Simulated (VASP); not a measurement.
# Sr: relaxation of cell and atoms with PBEsol

The system is Sr.

```xyz
2
Lattice="0.0000 4.6969 4.6969 4.6969 0.0000 4.6969 4.6969 4.6969 0.0000" Properties=species:S:1:pos:R:3 pbc="T T T"
Sr    0.0000    0.0000    0.0000
Sr    2.3484    2.3484    2.3484
```

This isn't the form of Sr at room conditions, which is fcc.

```
Program                : VASP 6.6.1
Task                   : relaxation of cell and atoms
Functional             : PBEsol
Potentials or basis    : VASP PAW PBE potentials, release 64 (Sr_sv)
Cutoff                 : 600 eV
k mesh                 : 8 × 8 × 8
Occupations            : gaussian, width 0.1 eV
Spin                   : no spin polarisation
Dipole correction      : no
Further INCAR settings : ALGO = Normal; EDIFF = 1e-06; IBRION = 2; EDIFFG = -0.01; NSW = 80; ISIF = 3
```

| Property | Result |
| --- | --- |
| Pressure after relaxing | 0.0 GPa |
| Band gap on the k mesh | zero (bands 10 and 11 overlap by 0.79 eV) |

Final structure:
```
Sr
1.0
     0.00000    4.69685    4.69685
     4.69685    0.00000    4.69685
     4.69685    4.69685    0.00000
Sr
2
Direct
  0.00000 0.00000 0.00000
  0.25000 0.25000 0.25000
```

Levels at points of the mesh, in eV from the Fermi level:
```csv
k point,band 7,band 8,band 9,band 10,band 11,band 12,band 13,band 14
"(0.00, 0.00, 0.00)",-19.45,-19.45,-2.75,0.67,0.67,0.67,0.86,0.86
"(0.50, 0.00, 0.00)",-19.45,-19.45,-1.81,-0.75,0.65,0.70,0.70,0.86
"(0.50, 0.50, 0.00)",-19.44,-19.44,-1.05,-1.05,0.14,0.14,0.84,0.84
```

Wall time 52 s on 1 thread of Intel(R) Xeon(R) 6975P-C (Granite Rapids), with other jobs on the host, peak memory 0.42 GiB.

Caveat: the relaxation stopped at its first step, so nothing moved; the PAW data sets were made with another functional, which shifts forces and pressure a little.
